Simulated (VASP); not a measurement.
Write the native input for VASP 6.6.1 that does the following.

```yaml
Task: single point
Functional: r2SCAN
Potentials_or_basis: VASP PAW PBE potentials, release 64 (K_sv)
Cutoff: 520 eV
k_mesh: 10 × 10 × 10
Occupations: gaussian, width 0.15 eV
Spin: no spin polarisation
Dipole_correction: no
Further_INCAR_settings: ALGO = Normal; EDIFF = 1e-06; NBANDS = 10
```

K:

```
K
1.0
     3.95483    0.00000    0.00000
     0.00000    4.31044    0.00000
     0.00000    0.00000    3.95483
K
1
Direct
  0.00000 0.00000 0.00000
```

This cell differs from its parent crystal: normal strain along x -0.0825, normal strain along z -0.0825.

The input as run:

POSCAR

```
K
1.0
    3.9548282321      0.0000000000      0.0000000000
    0.0000000000      4.3104394900      0.0000000000
    0.0000000000      0.0000000000      3.9548282321
K
1
Direct
    0.0000000000      0.0000000000      0.0000000000
```

INCAR.step1

```
SYSTEM = K
  PREC = Accurate
  ENCUT = 520
  ISMEAR = 0
  SIGMA = 0.15
  LREAL = .False.
  LASPH = .True.
  NELM = 100
  NBANDS = 10
  GGA = PE
  ALGO = Normal
  EDIFF = 1E-4
  LWAVE = .True.
  LCHARG = .False.
```

INCAR.step2

```
SYSTEM = K
  PREC = Accurate
  ENCUT = 520
  EDIFF = 1E-6
  ISMEAR = 0
  SIGMA = 0.15
  LREAL = .False.
  LASPH = .True.
  NELM = 100
  ALGO = Normal
  ISIF = 2
  LWAVE = .False.
  LCHARG = .False.
  METAGGA = R2SCAN
  LMIXTAU = .True.
  NBANDS = 10
  ISTART = 1
```

KPOINTS

```
regular mesh
0
Gamma
  10 10 10
  0 0 0
```

Potentials or basis: VASP PAW PBE potentials, release 64 (K_sv).

Run with:

```sh
$ cat potpaw_PBE.64/K_sv/POTCAR > POTCAR
$ cp INCAR.step1 INCAR
$ mpirun -np 1 vasp_std > vasp.out
$ cp INCAR.step2 INCAR
$ mpirun -np 1 vasp_std > vasp.out
```

It gave:

The pressure is 0.6 GPa and the band gap on the k mesh is zero (an odd number of electrons rules out a gap without spin polarisation).

Caveat: the cell differs from its parent crystal (normal strain along x -0.0825, normal strain along z -0.0825); the PAW data sets were made with another functional, which shifts forces and pressure a little.

It took 100 s on 1 thread of Intel(R) Xeon(R) 6975P-C (Granite Rapids) (shared host), peak memory 0.23 GiB.
